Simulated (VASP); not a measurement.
Set up this calculation in VASP 6.6.1, as the native input.

| Property | Result |
| --- | --- |
| Task | single point |
| Functional | PBEsol |
| Potentials or basis | VASP PAW PBE potentials, release 64 (O, Zn, Mg) |
| Cutoff | 520 eV |
| k mesh | 1 × 1 × 1, shifted |
| Occupations | fermi-dirac, width 0.05 eV |
| Spin | no spin polarisation |
| Dipole correction | no |
| Further INCAR settings | LREAL = Auto; ALGO = Normal; EDIFF = 1e-07; NBANDS = 226; ISYM = 0 |

The structure of Mg5Zn3O8 lies in POSCAR:

```
Mg5Zn3O8
1.0
    8.4680583386      0.0000000000      0.0000000000
    0.0000000000      8.4680583386      0.0000000000
    0.0000000000      0.0000000000      8.4680583386
O Zn Mg
32 12 20
Direct
    0.2497350000      0.9998350000      0.0003030000
    0.2499230000      0.0024510000      0.5003740000
    0.2497730000      0.5027350000      0.9997290000
    0.2472240000      0.4974080000      0.5001550000
    0.7497260000      0.0020350000      0.0015630000
    0.7495660000      0.0029250000      0.4976580000
    0.7494280000      0.4968920000      0.9969950000
    0.7515130000      0.4974750000      0.5016850000
    0.9971980000      0.2523410000      0.0000670000
    0.9997040000      0.2496940000      0.5000530000
    0.0019880000      0.7482340000      0.0000430000
    0.9996150000      0.7504220000      0.4998540000
    0.5020410000      0.2521770000      0.0022210000
    0.4995850000      0.2473630000      0.4974740000
    0.4972600000      0.7479840000      0.9998900000
    0.4998910000      0.7524370000      0.4998450000
    0.9972580000      0.9995580000      0.2527520000
    0.9995260000      0.9997670000      0.7476870000
    0.0023040000      0.5002830000      0.2497900000
    0.9996810000      0.5006580000      0.7499780000
    0.5022720000      0.9996720000      0.2526830000
    0.4998110000      0.9982090000      0.7481190000
    0.4971910000      0.4999430000      0.2474210000
    0.4998130000      0.5031050000      0.7521300000
    0.2499080000      0.2524570000      0.2526770000
    0.2477810000      0.2523290000      0.7481790000
    0.2497180000      0.7479440000      0.2474630000
    0.2498040000      0.7481740000      0.7523530000
    0.7496760000      0.2468540000      0.2495380000
    0.7521420000      0.2526300000      0.7498390000
    0.7496580000      0.7515560000      0.2493180000
    0.7495860000      0.7481720000      0.7499750000
    0.9994930000      0.0002470000      0.0003790000
    0.4997160000      0.0001960000      0.0005360000
    0.4994550000      0.5000030000      0.4995710000
    0.2496330000      0.2515330000      0.0001420000
    0.2493590000      0.7499920000      0.5001740000
    0.7492290000      0.7495910000      0.9995990000
    0.7497740000      0.7504990000      0.4994500000
    0.2499300000      0.0001780000      0.2508640000
    0.2498440000      0.0003900000      0.7500310000
    0.7496730000      0.0002930000      0.7491490000
    0.7499950000      0.4988450000      0.2490970000
    0.5001870000      0.2506960000      0.7498040000
    0.9998300000      0.9998970000      0.5002760000
    0.9992660000      0.5003710000      0.9998280000
    0.9992640000      0.5004200000      0.4998290000
    0.4995500000      0.9998050000      0.5006530000
    0.4998680000      0.4999140000      0.9998600000
    0.2503280000      0.2498580000      0.5005800000
    0.2499010000      0.7517250000      0.9999280000
    0.7490890000      0.2490280000      0.9992060000
    0.7490470000      0.2501240000      0.5000370000
    0.2498770000      0.5002170000      0.2501590000
    0.2502520000      0.5004130000      0.7496850000
    0.7495000000      0.9992120000      0.2493760000
    0.7492730000      0.5006450000      0.7493530000
    0.0000030000      0.2493350000      0.2495610000
    0.9999980000      0.2493050000      0.7505200000
    0.9995760000      0.7504250000      0.2495830000
    0.9994100000      0.7512270000      0.7502580000
    0.4994380000      0.2497150000      0.2497030000
    0.4999680000      0.7498920000      0.2502800000
    0.5000120000      0.7510110000      0.7497850000
```

These files were run (other wordings do the same):

INCAR

```
PREC     = Accurate       # precision mode
ENCUT    = 520            # plane-wave cutoff, eV
EDIFF    = 1E-7           # SCF threshold, eV
ISMEAR   = -1             # smearing method
SIGMA    = 0.05           # smearing width, eV
LREAL    = Auto         
LASPH    = T              # aspherical terms in the spheres
NELM     = 80             # most SCF steps
ALGO     = Normal         # electronic algorithm
ISIF     = 2              # what is computed and relaxed
LWAVE    = F              # write WAVECAR
LCHARG   = T              # write CHGCAR
GGA      = PS             # functional
LELF     = T              # ELF
LVHAR    = T            
ISYM     = 0            
NBANDS   = 226            # bands
```

KPOINTS

```
Automatic mesh
0
Gamma
  1 1 1
  0.25 0.25 0.25
```

Potentials or basis: VASP PAW PBE potentials, release 64 (O, Zn, Mg).

Run with:

```console
$ cat potpaw_PBE.64/O/POTCAR potpaw_PBE.64/Zn/POTCAR potpaw_PBE.64/Mg/POTCAR > POTCAR
$ mpirun -np 1 vasp_std > vasp.out
```

It gave:

```yaml
Pressure: 0.1 GPa
Largest_force: 0.101 eV/Å
Band_gap_on_the_k_mesh: 3.71 eV
```

Caveat: the PAW data sets were made with another functional, which shifts forces and pressure a little; a shifted mesh leaves out Γ, where band edges can lie.

It took 24 min on 1 thread of Intel(R) Xeon(R) Platinum 8259CL CPU @ 2.50GHz (Skylake/Cascade Lake), on a shared host, peak memory 0.78 GiB.
